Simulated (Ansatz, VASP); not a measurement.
Two plane-wave programs on PbSe

File INCAR:

```
  PREC = Accurate
  ENCUT = 520
  EDIFF = 1E-8
  ISMEAR = -1
  SIGMA = 0.01
  LREAL = False
  LASPH = True
  NELM = 60
  ALGO = Normal
  ISIF = 2
  LWAVE = False
  LCHARG = False
  GGA = PE
  LEFG = True
  NBANDS = 17
```

Contents of KPOINTS:

```
Automatic mesh
0
Gamma
  9 9 9
```

The input POSCAR:

```
PbSe
1.0
    0.0000000000      3.0519086191      3.0519086191
    3.0519086191      0.0000000000      3.0519086191
    3.0519086191      3.0519086191      0.0000000000
Pb Se
1 1
Direct
    0.0000000000      0.0000000000      0.0000000000
    0.5000000000      0.5000000000      0.5000000000
```

Input for Ansatz:

```yaml
crystal:
  lattice:
    - [0.0, 3.0519086191, 3.0519086191]
    - [3.0519086191, 0.0, 3.0519086191]
    - [3.0519086191, 3.0519086191, 0.0]
  atoms:
    - { symbol: Pb, position: [0.0, 0.0, 0.0] }
    - { symbol: Se, position: [0.5, 0.5, 0.5] }
kpoints:
  mp_grid: { grid: [9, 9, 9] }
scf:
  occupations: { method: fermi_dirac, width: 0.01 }
hamiltonian:
  xc: pbe
  pseudopotentials: { kind: paw }
output:
  forces: true
  stress: true
  eigenvalues: true
  efg: { contact_densities: true }
  write_density: true
  write_potential: true
  elf: true
  volumetric_format: npy
```

Change from the starting cell: volume scaled by 0.99, PAW files.

Alike in both runs: task electric field gradients; functional PBE; k mesh 9 × 9 × 9; occupations fermi-dirac, width 0.01 eV; no spin polarisation.

|  | VASP | Ansatz |
| --- | --- | --- |
| version | VASP 6.6.1 | Ansatz 0.2.0 |
| potentials or method | VASP PAW PBE potentials, release 64 (Pb_d, Se) | PAW with Ansatz's default frozen-core files, scalar-relativistic |
| plane-wave cutoff (eV) | 520 | 420 |
| valence electrons in the cell | 20 | 30 |

```tsv
	VASP	Ansatz	Ansatz less VASP
pressure (GPa)	2.9	2.9	+0.01
```

The functional is the same, so the differences come from potentials, cutoffs and numerics. VASP's potentials hold 20 valence electrons a cell and Ansatz's 30, so a difference there can come from the potentials and not from the codes.

Spin-orbit coupling is off throughout.
